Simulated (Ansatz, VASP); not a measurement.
## CdSe in VASP and in Ansatz

File POSCAR:

```
CdSe
1.0
    0.0000000000      3.0702711986      3.0702711986
    3.0702711986      0.0000000000      3.0702711986
    3.0702711986      3.0702711986      0.0000000000
Cd Se
1 1
Direct
    0.0000000000      0.0000000000      0.0000000000
    0.2500000000      0.2500000000      0.2500000000
```

INCAR.step1

```
SYSTEM = CdSe
ALGO = Normal ; EDIFF = 1E-5
ENCUT = 520 ; GGA = PE
ISIF = 2 ; ISMEAR = -1
LASPH = .True. ; LCHARG = .False.
LREAL = .False. ; LWAVE = .True.
NBANDS = 16 ; NELM = 100
PREC = Accurate ; SIGMA = 0.05
```

Contents of INCAR.step2:

```
SYSTEM = CdSe
AEXX = 0.5 ; ALGO = Normal
EDIFF = 1E-6 ; ENCUT = 520
ISIF = 2 ; ISMEAR = -1
ISTART = 1 ; LASPH = .True.
LCHARG = .False. ; LHFCALC = .True.
LMIXTAU = .True. ; LREAL = .False.
LWAVE = .False. ; METAGGA = R2SCAN
NBANDS = 16 ; NELM = 100
PREC = Accurate ; PRECFOCK = Normal
SIGMA = 0.05
```

The input KPOINTS:

```
k-points
0
Gamma
  4 4 4
  0 0 0
```

The input input.yaml:

```yaml
crystal:
  lattice:
    - [0.0, 3.0702711986, 3.0702711986]
    - [3.0702711986, 0.0, 3.0702711986]
    - [3.0702711986, 3.0702711986, 0.0]
  atoms:
    - { symbol: Cd, position: [0.0, 0.0, 0.0] }
    - { symbol: Se, position: [0.25, 0.25, 0.25] }
hamiltonian:
  xc: r2scan50
  pseudopotentials: { kind: paw }
kpoints:
  mp_grid: { grid: [4, 4, 4] }
  band_path:
    path:
      - [[0.0, 0.0, 0.0], [0.5, 0.0, 0.5], [0.5, 0.25, 0.75], [0.375, 0.375, 0.75], [0.0, 0.0, 0.0], [0.5, 0.5, 0.5], [0.625, 0.25, 0.625], [0.5, 0.25, 0.75], [0.5, 0.5, 0.5], [0.375, 0.375, 0.75]]
      - [[0.625, 0.25, 0.625], [0.5, 0.0, 0.5]]
    npoints: 4
scf:
  occupations: { method: fermi_dirac, width: 0.05 }
  n_extra_bands: 6
output:
  forces: true
  stress: true
  eigenvalues: true
  fatbands: false
```

Alike in both runs: functional r2SCAN50; k mesh 4 × 4 × 4; occupations fermi-dirac, width 0.05 eV; no spin polarisation.

|  | VASP | Ansatz |
| --- | --- | --- |
| version | VASP 6.6.1 | Ansatz 0.2.0 |
| potentials or method | VASP PAW PBE potentials, release 64 (Cd, Se) | Ansatz PAW |
| plane-wave cutoff (eV) | 520 | 500 |
| valence electrons in the cell | 18 | 36 |
| task | single point | band structure |

```csv
,VASP,Ansatz,Ansatz less VASP
gap on the k mesh at the Fermi level (eV),3.97,3.89,-0.079
least direct gap on the mesh (eV),3.97,3.89,-0.079
pressure (GPa),-1.3,-1.2,+0.13
```

VASP's potentials were made for PBE, not for r2SCAN50. The functional is the same, so the differences come from potentials, cutoffs and numerics. VASP's potentials hold 18 valence electrons a cell and Ansatz's 36, so a difference there can come from the potentials and not from the codes.

The k mesh is coarse, so the values compare programs but aren't converged.
